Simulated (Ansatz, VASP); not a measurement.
Two plane-wave programs on H3WCl4

```
CELL_PARAMETERS angstrom
-5.16137 5.16137 1.69507
5.16137 -5.16137 1.69507
5.16137 5.16137 -1.69507
ATOMIC_POSITIONS crystal
H 0.25000 0.75000 0.50000
H 0.75000 0.25000 0.50000
H 0.50000 0.50000 0.00000
W 0.00000 0.00000 0.00000
Cl 0.08087 0.79390 0.87477
Cl 0.79390 0.91913 0.71302
Cl 0.20610 0.08087 0.28698
Cl 0.91913 0.20610 0.12523
```

Alike in both runs: functional PBE; k mesh 5 × 5 × 5; occupations gaussian, width 0.2 eV; no spin polarisation.

Ansatz relaxed the structure, and its values are those at the end. VASP's run is a single point on that final structure, the one shown.

|  | VASP | Ansatz |
| --- | --- | --- |
| version | VASP 6.6.1 | Ansatz 0.2.0 |
| potentials or method | VASP PAW PBE potentials, release 64 (H, W_sv, Cl), cutoff 520 eV | scalar-relativistic, plane waves, PAW |
| valence electrons in the cell | 45 | 45 |

|  | VASP | Ansatz | Ansatz less VASP |
| --- | --- | --- | --- |
| gap on the k mesh at the Fermi level (eV) | none | none | - |
| pressure (GPa) | 0.1 | 0.2 | +0.06 |
| rms of the force components (eV/Å) | 0.018 | 0.017 | -0.0007 |

A gap of «none» marks a metal or a gap that the smearing closes. With one functional, cell and mesh, what is left measures potentials, basis and numerics.

The k mesh is coarse, so the values compare programs but aren't converged. Neither program's run includes spin-orbit coupling.
